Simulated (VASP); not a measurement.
# Zn3Bi2 (R-3m) in VASP: notebook

Runs on Zn3Bi2. Level: PBE. Tasks: single point, relaxation of cell and atoms.

Program: VASP 6.6.1. These are calculated values, not measurements. Logs are shortened: lines on timing, memory, paths and dates and some standing lists are left out, and cuts for length are marked.

## 1. The cell of the first run

Symmetry: R-3m, No. 166, trigonal system. The conventional cell has a = 7.429 Å, b = 7.429 Å, c = 8.878 Å, α = 90.00°, β = 90.00°, γ = 120.00°. Within 2.8 Å of Zn (site symmetry 2/m) lie 2 Bi at 2.15 Å. Bi (site symmetry 3m) has 3 Zn at 2.15 Å within 2.8 Å.

## 2. Single point, PBE

File INCAR:

```
PREC = Accurate
ENCUT = 520
EDIFF = 1E-7
ISMEAR = 0
SIGMA = 0.1
LREAL = F
LASPH = T
NELM = 60
ALGO = Normal
ISIF = 2
LWAVE = F
LCHARG = F
GGA = PE
NBANDS = 41
```

File KPOINTS:

```
regular mesh
0
Gamma
  3 3 3
```

File POSCAR:

```
Zn3Bi2
1.0
    3.7145330700      2.1445866700      2.9592779500
   -3.7145330700      2.1445866700      2.9592779500
    0.0000000000     -4.2891733400      2.9592779500
Zn Bi
3 2
Direct
    0.0000000000      0.5000000000      0.0000000000
    0.0000000000      0.0000000000      0.5000000000
    0.5000000000      0.0000000000      0.0000000000
    0.8187567600      0.8187567600      0.8187567600
    0.1812432400      0.1812432400      0.1812432400
```

Potentials or basis: VASP PAW PBE potentials, release 64 (Zn, Bi_d).

The run is started by

```
$ cat potpaw_PBE.64/Zn/POTCAR potpaw_PBE.64/Bi_d/POTCAR > POTCAR
$ mpirun -np 1 vasp_std > vasp.out
```

OUTCAR:

```text
PREC = Accurate
   ENCUT = 520
   EDIFF = 1E-7
   ISMEAR = 0
   LREAL = F
   LASPH = T
   NELM = 60
   ISIF = 2
   GGA = PE

 ion  position               nearest neighbor table
   1  0.000  0.500  0.000-   4 2.15   5 2.15
   2  0.000  0.000  0.500-   4 2.15   5 2.15
   3  0.500  0.000  0.000-   4 2.15   5 2.15
   4  0.819  0.819  0.819-   1 2.15   3 2.15   2 2.15   5 3.22
   5  0.181  0.181  0.181-   1 2.15   3 2.15   2 2.15   4 3.22

  LATTYP: Found a trigonal (rhomboedric) cell.
 ALAT       =     5.2109820474
 COS(alpha) =    -0.0162470550

  Lattice vectors:

 A1 = (   3.7145330700,   2.1445866700,   2.9592779500)
 A2 = (  -3.7145330700,   2.1445866700,   2.9592779500)
 A3 = (   0.0000000000,  -4.2891733400,   2.9592779500)

Analysis of symmetry for initial positions (statically):
=====================================================================
 Subroutine PRICEL returns:
 Original cell was already a primitive cell.

 Routine SETGRP: Setting up the symmetry group for a
 trigonal (rhombohedral) supercell.

 Subroutine GETGRP returns: Found 12 space group operations
 (whereof 12 operations were pure point group operations)
 out of a pool of 12 trial point group operations.

The static configuration has the point symmetry D_3d.

Analysis of symmetry for dynamics (positions and initial velocities):
=====================================================================
 Subroutine PRICEL returns:
 Original cell was already a primitive cell.

 Routine SETGRP: Setting up the symmetry group for a
 trigonal (rhombohedral) supercell.

 Subroutine GETGRP returns: Found 12 space group operations
 (whereof 12 operations were pure point group operations)
 out of a pool of 12 trial point group operations.

The dynamic configuration has the point symmetry D_3d.

 Subroutine INISYM returns: Found 12 space group operations
 (whereof 12 operations are pure point group operations),
 and found     1 'primitive' translations

----------------------------------------------------------------------------------------

                                     Primitive cell

  volume of cell :     141.4441

[... 70 lines left out ...]
   LNONCOLLINEAR =      F non collinear calculations
   LSORBIT =      F    spin-orbit coupling
   LASPH  =      T    aspherical Exc in radial PAW
   ENCUT  =  520.0 eV  38.22 Ry    6.18 a.u.   9.69  9.69  9.69*2*pi/ulx,y,z
   NELM   =     60;   NELMIN=  2; NELMDL= -5     # of ELM steps
   EDIFF  = 0.1E-06   stopping-criterion for ELM
   LREAL  =      F    real-space projection
   EDIFFG = 0.1E-05   stopping-criterion for IOM
   NSW    =      0    number of steps for IOM
   IBRION =     -1    ionic relax: 0-MD 1-quasi-New 2-CG
   NFREE  =      0    steps in history (QN), initial steepest desc. (CG)
   ISIF   =      2    stress and relaxation
   ISYM   =      2    0-nonsym 1-usesym 2-fastsym
   POTIM  = 0.5000    time-step for ionic-motion
   TEBEG  =    0.0;   TEEND  =   0.0 temperature during run
   PSTRESS=    0.0 pullay stress
   NELECT =      66.0000    total number of electrons
   NUPDOWN=      -1.0000    fix difference up-down
   EMIN   =  10.00;   EMAX   =-10.00  energy-range for DOS
   EFERMI =   0.00;   METHOD = LEGACY
   ISMEAR =     0;   SIGMA  =   0.10  broadening in eV -4-tet -1-fermi 0-gaus
   EFERMI_NEDOS =   21; number of points for ismear=-14 and -15
   IALGO  =     38    algorithm
   IMIX   =      4    mixing-type and parameters
     AMIX     =   0.40;   BMIX     =  1.00
     AMIX_MAG =   1.60;   BMIX_MAG =  1.00
  volume/ion in A,a.u.               =      28.29       190.90
  Fermi-wavevector in a.u.,A,eV,Ry     =   1.269778  2.399533 21.937172  1.612337
  Thomas-Fermi vector in A             =   2.402801
   LORBIT       =      0    0 simple, 1 ext, 2 COOP (PROOUT), +10 PAW based schemes
   GGA     = PE    functional components
   LHFCALC =     F    Hartree Fock is set to
   AEXX    =    0.0000 exact exchange contribution
   IVDW    =     0    specifies the selected vdW correction
   LEPSILON=     F    determine dielectric tensor
   LRPA    =     F    only Hartree local field effects (RPA)
 non-spin polarized calculation
 Gauss-broadening in eV      SIGMA  =   0.10
  energy-cutoff  :      520.00
  volume of cell :      141.44
 maximum number of plane-waves:      3827
   NGX = 19   NGY = 19   NGZ = 19

 number of electron      65.9999954 magnetization

 Free energy of the ion-electron system (eV)
  ---------------------------------------------------
  ext. energy  EPLUGINS =         0.00000000
  ---------------------------------------------------
  free energy    TOTEN  =         0.21209266 eV

  energy without entropy =        0.22651006  energy(sigma->0) =        0.21930136

 E-fermi :   4.1775     XC(G=0):  -8.8801

 val. band max:        4.0186476785   @ k =   0.0000   0.0000   0.0000
 cond. band min:       4.2206654474   @ k =  -0.3333   0.3333   0.0000
 fundamental gap:      0.2020177689
 Fermi energy:         4.1775055872

 k-point     1 :       0.0000    0.0000    0.0000
  band No.  band energies     occupation
      1     -20.0079      2.00000
      2     -20.0079      2.00000
      3     -19.8577      2.00000
      4     -19.8577      2.00000
      5     -19.7663      2.00000
      6     -19.5707      2.00000
[... 253 lines left out ...]
     40       8.6940      0.00000
     41      10.2838      0.00000

------------------------ aborting loop because EDIFF is reached ----------------------------------------

  FORCE on cell =-STRESS in cart. coord.  units (eV):
  Direction    XX          YY          ZZ          XY          YZ          ZX
  --------------------------------------------------------------------------------------
  -------------------------------------------------------------------------------------
  Total       47.0745604     47.0745605      8.3547185      0.0000000     -0.0000000      0.0000000
  in kB      533.2268571    533.2268582     94.6362587      0.0000000     -0.0000000      0.0000000
  external PRESSURE =     387.0299913 kB  Pullay stress =       0.0000000 kB

 VOLUME and BASIS-vectors are now :
 -----------------------------------------------------------------------------
  energy-cutoff  :      520.00
  volume of cell :      141.44
      direct lattice vectors                 reciprocal lattice vectors
     3.714533070  2.144586670  2.959277950     0.134606420  0.077715053  0.112640090
    -3.714533070  2.144586670  2.959277950    -0.134606420  0.077715053  0.112640090
     0.000000000 -4.289173340  2.959277950     0.000000000 -0.155430106  0.112640090

 POSITION                                       TOTAL-FORCE (eV/Angst)
 -----------------------------------------------------------------------------------
     -1.85727      1.07229      1.47964        -0.000000     -0.000000     -0.000000
      0.00000     -2.14459      1.47964         0.000000     -0.000000     -0.000000
      1.85727      1.07229      1.47964        -0.000000     -0.000000     -0.000000
      0.00000      0.00000      7.26879        -0.000000     -0.000000     -3.321176
      0.00000      0.00000      1.60905        -0.000000      0.000000      3.321176
 -----------------------------------------------------------------------------------
    total drift:                               -0.000000      0.000000     -0.000000

  FREE ENERGIE OF THE ION-ELECTRON SYSTEM (eV)
  ---------------------------------------------------
  free  energy   TOTEN  =         0.2120926615 eV

  energy  without entropy=        0.2265100570  energy(sigma->0) =        0.21930136
```

OSZICAR:

```text
N       E                     dE             d eps       ncg     rms          rms(c)
DAV:   1     0.640930188806E+03    0.64093E+03   -0.33737E+04   492   0.210E+03
DAV:   2     0.740205060955E+02   -0.56691E+03   -0.55377E+03   492   0.522E+02
DAV:   3     0.215155062232E+01   -0.71869E+02   -0.71180E+02   560   0.192E+02
DAV:   4    -0.608390107862E+00   -0.27599E+01   -0.27558E+01   536   0.404E+01
DAV:   5    -0.709359118524E+00   -0.10097E+00   -0.10096E+00   710   0.671E+00    0.114E+01
DAV:   6     0.719057578153E-01    0.78126E+00   -0.20291E+00   632   0.198E+01    0.701E+00
DAV:   7     0.204047026135E+00    0.13214E+00   -0.78701E-01   524   0.491E+00    0.174E+00
DAV:   8     0.211808401344E+00    0.77614E-02   -0.57007E-02   607   0.192E+00    0.518E-01
DAV:   9     0.212297317610E+00    0.48892E-03   -0.60393E-03   620   0.525E-01    0.159E-01
DAV:  10     0.212145659520E+00   -0.15166E-03   -0.71622E-04   565   0.198E-01    0.302E-02
DAV:  11     0.212092807596E+00   -0.52852E-04   -0.11679E-04   541   0.934E-02    0.216E-02
DAV:  12     0.212093372438E+00    0.56484E-06   -0.21546E-05   599   0.512E-02    0.364E-03
DAV:  13     0.212093240443E+00   -0.13199E-06   -0.77597E-06   597   0.308E-02    0.172E-03
DAV:  14     0.212092834066E+00   -0.40638E-06   -0.90229E-07   582   0.613E-03    0.841E-04
DAV:  15     0.212092640493E+00   -0.19357E-06   -0.19568E-07   399   0.520E-03    0.301E-04
DAV:  16     0.212092661539E+00    0.21046E-07   -0.47971E-08   261   0.165E-03
   1 F= 0.21209266E+00 E0= 0.21930136E+00  d E =-.144174E-01
```

It took 50 s on 1 thread of Oxide Virtual Turin-like, shared host; peak memory 0.21 GiB.

Results:

* Free energy: 0.2121 eV
* Pressure: 38.7 GPa
* Largest force: 3.321 eV/Å
* Band gap on the k mesh: zero (band 33 reaches 4.59 eV, above the bottom of band 34 at 4.22 eV)

Forces in eV/Å, atoms in the order of the input:
```
Zn   0.000  0.000  0.000
Zn   0.000  0.000  0.000
Zn   0.000  0.000  0.000
Bi   0.000  0.000 -3.321
Bi   0.000  0.000  3.321
```

Stress tensor (GPa, compression positive):
```
53.32  0.00  0.00
 0.00 53.32  0.00
 0.00  0.00  9.46
```

Caveat: the k points lie up to 0.40 Å⁻¹ apart; spin-orbit coupling is left out, which moves the levels of the heavy elements; forces of over 1 eV/Å act on the atoms, so gaps and moduli don't describe the material at rest.

## 3. Single point, PBE

This run uses another cell than the first one, of 33.31 Å³/atom, 1.178 times its volume.

File INCAR:

```
ALGO     = Normal         # electronic algorithm
EDIFF    = 1E-7           # SCF threshold, eV
ENCUT    = 520            # plane-wave cutoff, eV
GGA      = PE             # functional
ISIF     = 2              # what is computed and relaxed
ISMEAR   = 0              # smearing method
LASPH    = T              # aspherical terms in the spheres
LCHARG   = T              # write CHGCAR
LELF     = T              # ELF
LREAL    = F              # projectors in reciprocal space
LVHAR    = T            
LWAVE    = F              # write WAVECAR
NBANDS   = 41             # bands
NELM     = 100            # most SCF steps
PREC     = Accurate       # precision mode
SIGMA    = 0.1            # smearing width, eV
```

File KPOINTS:

```
k-points
0
Gamma
  3 3 3
```

File POSCAR:

```
Zn3Bi2
1.0
    3.6534732856      2.1093337849      3.6022907857
   -3.6534732856      2.1093337849      3.6022907857
    0.0000000000     -4.2186675699      3.6022907857
Zn Bi
3 2
Direct
    0.0000000000      0.5000000000      0.0000000000
    0.0000000000      0.0000000000      0.5000000000
    0.5000000000      0.0000000000      0.0000000000
    0.6806893620      0.6806893620      0.6806893620
    0.3193106380      0.3193106380      0.3193106380
```

Potentials or basis: VASP PAW PBE potentials, release 64 (Zn, Bi_d).

The run is started by

```
$ cat potpaw_PBE.64/Zn/POTCAR potpaw_PBE.64/Bi_d/POTCAR > POTCAR
$ mpirun -np 1 vasp_std > vasp.out
```

Wall time 61 s (1 thread of Oxide Virtual Turin-like, shared host); peak memory 0.23 GiB.

It converged, with:

```
Free energy            : -9.8606 eV
Pressure               : 0.0 GPa
Largest force          : 0.006 eV/Å
Band gap on the k mesh : 0.80 eV, indirect (least direct gap 1.28 eV)
```

Forces on the atoms (eV/Å):
```
Zn   0.000  0.000  0.000
Zn   0.000  0.000  0.000
Zn   0.000  0.000  0.000
Bi   0.000  0.000 -0.006
Bi   0.000  0.000  0.006
```

Levels at points of the mesh, in eV from the valence-band top:
| k point | band 29 | band 30 | band 31 | band 32 | band 33 | band 34 | band 35 | band 36 | band 37 | band 38 |
| --- | --- | --- | --- | --- | --- | --- | --- | --- | --- | --- |
| (0.00, 0.00, 0.00) | -2.90 | -2.90 | -0.57 | -0.57 | -0.48 | 0.80 | 1.31 | 1.31 | 2.48 | 2.48 |

Caveat: spin-orbit coupling is left out, which moves the levels of the heavy elements. A k mesh can miss the band edges.

## 4. Relaxation of cell and atoms, PBE

File INCAR:

```
PREC = Accurate ; ENCUT = 600
EDIFF = 1E-7 ; ISMEAR = 0
SIGMA = 0.1 ; LREAL = False
LASPH = True ; NELM = 80
ALGO = Normal ; ISIF = 3
LWAVE = False ; LCHARG = False
GGA = PE ; IBRION = 2
NSW = 90 ; EDIFFG = -0.04
```

File KPOINTS:

```
Automatic mesh
0
Gamma
  3 3 3
```

File POSCAR:

```
Zn3Bi2
1.0
    3.7145330700      2.1445866700      2.9592779500
   -3.7145330700      2.1445866700      2.9592779500
    0.0000000000     -4.2891733400      2.9592779500
Zn Bi
3 2
Direct
    0.0000000000      0.5000000000      0.0000000000
    0.0000000000      0.0000000000      0.5000000000
    0.5000000000      0.0000000000      0.0000000000
    0.8187567600      0.8187567600      0.8187567600
    0.1812432400      0.1812432400      0.1812432400
```

The run is started by

```
$ cat potpaw_PBE.64/Zn/POTCAR potpaw_PBE.64/Bi_d/POTCAR > POTCAR
$ mpirun -np 1 vasp_std > vasp.out
```

Run time: 26 min. Hardware: 1 thread of Oxide Virtual Turin-like, shared host; peak memory 0.25 GiB.

It converged, with:

```yaml
Free_energy: -9.3265 eV
Relaxed_volume: 32.62 Å³/atom
Relaxed_cell: a = 5.808 Å, b = 5.808 Å, c = 5.808 Å, α = 107.02°, β = 107.02°, γ = 107.02°
Space_group_after_relaxing_to_0.05_Å: R-3m (No. 166)
Energy_gained_by_relaxing: 1907.6 meV/atom
Ionic_steps: 42
Pressure_after_relaxing: 0.1 GPa
Largest_force_after_relaxing: 0.028 eV/Å
Band_gap_on_the_k_mesh: 0.16 eV, direct
```

Forces on the atoms (eV/Å):
```
Zn   0.000  0.000  0.000
Zn   0.000  0.000  0.000
Zn   0.000  0.000  0.000
Bi   0.000  0.000 -0.028
Bi   0.000  0.000  0.028
```

Step by step:
```
step  energy change (eV)  largest force (eV/Å)  pressure (GPa)  volume (Å³)
   1              0.0000                3.3208           38.70       141.44
   3             -8.4128                0.5701            0.75       227.39
   5             -8.4875                0.8335           -0.71       244.19
   7             -8.7348                0.8572           -0.63       236.64
   9             -8.3266                4.1768            1.95       214.33
  11             -8.9906                0.3446           -0.27       225.66
  13             -9.0039                0.2508           -0.14       222.29
  15             -9.0075                0.6007            1.08       202.51
  17             -9.0220                0.4273            0.47       210.29
  19             -9.0657                0.3843            0.53       202.40
  21             -9.2988                0.7787            1.11       171.94
  23             -9.1928                1.4177            2.16       169.02
  25             -9.2060                1.6041            3.85       147.80
  27             -9.2344                1.6234            3.52       149.56
  29             -9.2504                1.4072            3.57       148.25
  31             -9.3184                1.1848            2.99       150.02
  33             -9.4858                0.5120            1.16       157.18
  35             -9.5345                0.0943           -0.21       165.67
  37             -9.5350                0.1018           -0.13       165.11
  39             -9.5373                0.0694            0.04       163.53
  41             -9.5374                0.0568            0.11       162.92
  42             -9.5379                0.0283            0.07       163.09
```

Final structure:
```xyz
5
Lattice="4.6694 2.6959 2.1592 -4.6694 2.6959 2.1592 0.0000 -5.3918 2.1592" Properties=species:S:1:pos:R:3 pbc="T T T"
Zn   -2.3347    1.3480    1.0796
Zn    0.0000   -2.6959    1.0796
Zn    2.3347    1.3480    1.0796
Bi    0.0000    0.0000    4.8040
Bi    0.0000    0.0000    1.6736
```

Levels at points of the mesh, in eV from the valence-band top:
```
           k point  band 30  band 31  band 32  band 33  band 34  band 35  band 36  band 37
(0.00, 0.00, 0.00)    -2.64    -2.44    -2.44    -2.07     0.75     0.75     1.55     2.36
```

Caveat: the volume moved by over 15 % at a fixed basis, so the end points are rough; spin-orbit coupling is left out, which moves the levels of the heavy elements. A k mesh can miss the band edges.

## 5. Single point, PBE

This run uses another cell than the first one, of 32.71 Å³/atom, 1.156 times its volume.

File INCAR:

```
PREC = Accurate
ENCUT = 520
EDIFF = 1E-6
ISMEAR = 0
SIGMA = 0.02
LREAL = False
LASPH = True
NELM = 100
ALGO = Normal
ISIF = 2
LWAVE = False
LCHARG = False
GGA = PE
NBANDS = 41
```

File KPOINTS:

```
regular mesh
0
Gamma
  6 6 6
```

File POSCAR:

```
Zn3Bi2
1.0
    3.6375008227      2.1001120792      3.5686959653
   -3.6375008227      2.1001120792      3.5686959653
    0.0000000000     -4.2002241584      3.5686959652
Zn Bi
3 2
Direct
    0.0000000000      0.5000000000      0.0000000000
    0.0000000000      0.0000000000      0.5000000000
    0.5000000000      0.0000000000      0.0000000000
    0.6773510814      0.6773510814      0.6773510814
    0.3226489186      0.3226489186      0.3226489186
```

The run is started by

```
$ cat potpaw_PBE.64/Zn/POTCAR potpaw_PBE.64/Bi_d/POTCAR > POTCAR
$ mpirun -np 1 vasp_std > vasp.out
```

It took 3.1 min on 1 thread of Oxide Virtual Turin-like, shared host; peak memory 0.33 GiB.

The run converged. Its results:

```
Free energy            : -9.9057 eV
Pressure               : 0.0 GPa
Largest force          : 0.018 eV/Å
Band gap on the k mesh : 0.72 eV, indirect (least direct gap 1.10 eV)
```

Forces in eV/Å, atoms in the order of the input:
```
Zn   0.000  0.000  0.000
Zn   0.000  0.000  0.000
Zn   0.000  0.000  0.000
Bi   0.000  0.000 -0.018
Bi   0.000  0.000  0.018
```

Levels at points of the mesh, in eV from the valence-band top:
| k point | band 30 | band 31 | band 32 | band 33 | band 34 | band 35 | band 36 | band 37 |
| --- | --- | --- | --- | --- | --- | --- | --- | --- |
| (0.00, 0.00, 0.00) | -2.91 | -0.65 | -0.65 | -0.47 | 0.72 | 1.32 | 1.32 | 2.44 |
| (0.50, 0.00, 0.00) | -2.25 | -2.00 | -1.69 | -0.70 | 1.60 | 2.15 | 2.80 | 3.00 |
| (0.50, 0.50, 0.00) | -2.50 | -1.35 | -0.41 | -0.13 | 0.97 | 1.72 | 1.74 | 2.06 |
| (0.50, 0.50, 0.50) | -3.14 | -2.55 | -2.55 | -1.40 | 2.06 | 3.73 | 4.24 | 4.24 |

Caveat: spin-orbit coupling is left out, which moves the levels of the heavy elements. A k mesh can miss the band edges.

## 6. The runs side by side

```tsv
task	cell	k mesh	cutoff (eV)	smearing	gap on the mesh (eV)	pressure (GPa)	largest force (eV/Å)
single point	a = 5.211 Å, angles 90.9°, 5 atoms	3 × 3 × 3	520	gaussian 0.1 eV	none	38.7	3.32
single point	a = 5.547 Å, angles 82.4°, 5 atoms	3 × 3 × 3	520	gaussian 0.1 eV	0.80	0.0	0.01
relaxation of cell and atoms	relaxed from a = 5.211 Å, angles 90.9°, 5 atoms	3 × 3 × 3	600	gaussian 0.1 eV	0.16	0.1	0.03
single point	a = 5.512 Å, angles 82.6°, 5 atoms	6 × 6 × 6	520	gaussian 0.02 eV	0.72	0.0	0.02
```

Alike in all rows: level PBE; potentials or basis VASP PAW PBE potentials, release 64 (Zn, Bi_d); no spin polarisation.

Caveats: some runs use coarse meshes; spin-orbit coupling is left out, which moves the levels of the heavy elements; forces of over 1 eV/Å act on the atoms, so gaps and moduli don't describe the material at rest (some runs); the volume moved by over 15 % at a fixed basis, so the end points are rough (some runs).

Total energies depend on the potentials used, so only differences within one code and one set of settings carry meaning.
